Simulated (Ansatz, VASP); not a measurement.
GaN in VASP and in Ansatz

POSCAR

```
GaN
1.0
    3.1799996605      0.0000000000      0.0000000000
   -1.5899998303      2.7539604900      0.0000000000
    0.0000000000      0.0000000000      5.1660000000
Ga N
2 2
Direct
    0.3333333333      0.6666666667      0.0000000000
    0.6666666667      0.3333333333      0.5000000000
    0.3149259608      0.6574629804      0.3611944706
    0.6482592941      0.3241296470      0.8611944706
```

The input INCAR.step1:

```
PREC = Accurate
ENCUT = 520
ISMEAR = 0
SIGMA = 0.05
LREAL = F
LASPH = T
NELM = 60
NBANDS = 26
GGA = PE
ALGO = Normal
EDIFF = 1E-4
LWAVE = T
LCHARG = F
```

Contents of INCAR.step2:

```
PREC = Accurate
ENCUT = 520
EDIFF = 1E-7
ISMEAR = 0
SIGMA = 0.05
LREAL = F
LASPH = T
NELM = 60
ALGO = Normal
ISIF = 2
LWAVE = F
LCHARG = F
METAGGA = R2SCAN
LMIXTAU = T
NBANDS = 26
ISTART = 1
```

Contents of KPOINTS:

```
Automatic mesh
0
Gamma
  12 12 6
```

Input for Ansatz:

```yaml
crystal:
  lattice:
    - [3.1799996605, 0.0, 0.0]
    - [-1.5899998303, 2.75396049, 0.0]
    - [0.0, 0.0, 5.166]
  atoms:
    - { symbol: Ga, position: [0.3333333333, 0.6666666667, 0.0] }
    - { symbol: Ga, position: [0.6666666667, 0.3333333333, 0.5] }
    - { symbol: "N", position: [0.3149259608, 0.6574629804, 0.3611944706] }
    - { symbol: "N", position: [0.6482592941, 0.324129647, 0.8611944706] }
basis:
  ecutwfc: 500
kpoints:
  mp_grid: { grid: [12, 12, 6] }
hamiltonian:
  xc: r2scan
scf:
  occupations: { method: gaussian, width: 0.05 }
output:
  forces: true
  stress: true
  eigenvalues: true
  write_density: true
  write_potential: true
  elf: true
  volumetric_format: npy
```

Change from the starting cell: all N atoms moved +0.087 Å, as atom 3 towards its neighbour atom 4 (N) at 3.169 Å.

Alike in both runs: task single point; functional r2SCAN; k mesh 12 × 12 × 6; occupations gaussian, width 0.05 eV; no spin polarisation.

```csv
,VASP,Ansatz
version,VASP 6.6.1,Ansatz 0.2.0
potentials or method,"VASP PAW PBE potentials, release 64 (Ga_d, N), cutoff 520 eV","scalar-relativistic, plane waves, PAW"
valence electrons in the cell,36,36
```

|  | VASP | Ansatz | Ansatz less VASP |
| --- | --- | --- | --- |
| gap on the k mesh at the Fermi level (eV) | 2.27 | 2.28 | +0.005 |
| least direct gap on the mesh (eV) | 2.27 | 2.28 | +0.005 |
| pressure (GPa) | 3.2 | 2.1 | -1.12 |
| traceless stress, the component that is largest in VASP (GPa) | 8.07 | 7.81 | -0.256 |
| rms of the force components (eV/Å) | 0.782 | 0.768 | -0.0132 |

VASP's potentials were made for PBE, not for r2SCAN. Atom by atom the forces differ by 0.013 eV/Å (rms over components).
